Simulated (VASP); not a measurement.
Ru: single point with PBE

Ru:

```
Ru
1.0
    -0.06668    1.91937    1.91937
     1.91937   -0.06668    1.91937
     1.91937    1.91937   -0.06668
Ru
1
Direct
  0.00000 0.00000 0.00000
```

| Property | Result |
| --- | --- |
| Program | VASP 6.6.1 |
| Task | single point |
| Functional | PBE |
| Potentials or basis | VASP PAW PBE potentials, release 64 (Ru_pv) |
| Cutoff | 520 eV |
| k mesh | 20 × 20 × 20 |
| Occupations | gaussian, width 0.15 eV |
| Spin | no spin polarisation |
| Dipole correction | no |
| Further INCAR settings | ALGO = Fast; EDIFF = 1e-06; NBANDS = 13 |

```
Pressure               : -17.9 GPa
Band gap on the k mesh : zero (band 7 reaches 13.07 eV, above the bottom of band 8 at 10.06 eV)
```

Stress tensor (GPa, compression positive):
```
-17.93   6.48   6.48
  6.48 -17.93   6.48
  6.48   6.48 -17.93
```

Levels at points of the mesh, in eV from the Fermi level:
```csv
k point,band 5,band 6,band 7,band 8,band 9,band 10
"(0.00, 0.00, 0.00)",-2.52,-2.52,-1.80,-0.10,-0.10,10.65
"(0.50, 0.00, 0.00)",-2.69,-1.94,0.81,1.22,1.63,8.75
"(0.50, 0.50, 0.00)",-5.19,1.37,1.90,2.02,3.41,10.65
"(0.50, 0.50, 0.50)",-2.48,-2.48,1.51,1.64,1.64,9.73
```

It took 94 s on 1 thread of Intel(R) Xeon(R) Platinum 8488C (Sapphire Rapids), on a shared host, peak memory 0.24 GiB.
